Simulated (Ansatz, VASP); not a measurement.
**FeGe: VASP beside Ansatz**

```
CELL_PARAMETERS angstrom
4.95763 0.00000 0.00000
-2.47881 4.29343 0.00000
0.00000 0.00000 4.05820
ATOMIC_POSITIONS crystal
Fe 0.50000 0.00000 0.00000
Fe 0.50000 0.50000 0.00000
Fe 0.00000 0.50000 0.00000
Ge 0.00000 0.00000 0.00000
Ge 0.33333 0.66667 0.50000
Ge 0.66667 0.33333 0.50000
```

Alike in both runs: task single point; functional PBE; k mesh 10 × 10 × 10; occupations gaussian, width 0.05 eV; no spin polarisation.

|  | VASP | Ansatz |
| --- | --- | --- |
| version | VASP 6.6.1 | Ansatz 0.2.0 |
| potentials or method | VASP PAW PBE potentials, release 64 (Fe, Ge_d), cutoff 600 eV | scalar-relativistic, plane waves, PAW |
| valence electrons in the cell | 66 | 90 |

Ansatz gave:

- gap on the k mesh at the Fermi level (eV): none
- pressure (GPa): -2.8
- traceless stress, the component that is largest in VASP (GPa): -5.95

What did VASP give for the same quantities?

gap on the k mesh at the Fermi level (eV): none; pressure (GPa): -2.8; traceless stress, the component that is largest in VASP (GPa): -5.96.

A gap of «none» marks a metal or a gap that the smearing closes. VASP's potentials hold 66 valence electrons a cell and Ansatz's 90, so a difference there can come from the potentials and not from the codes.
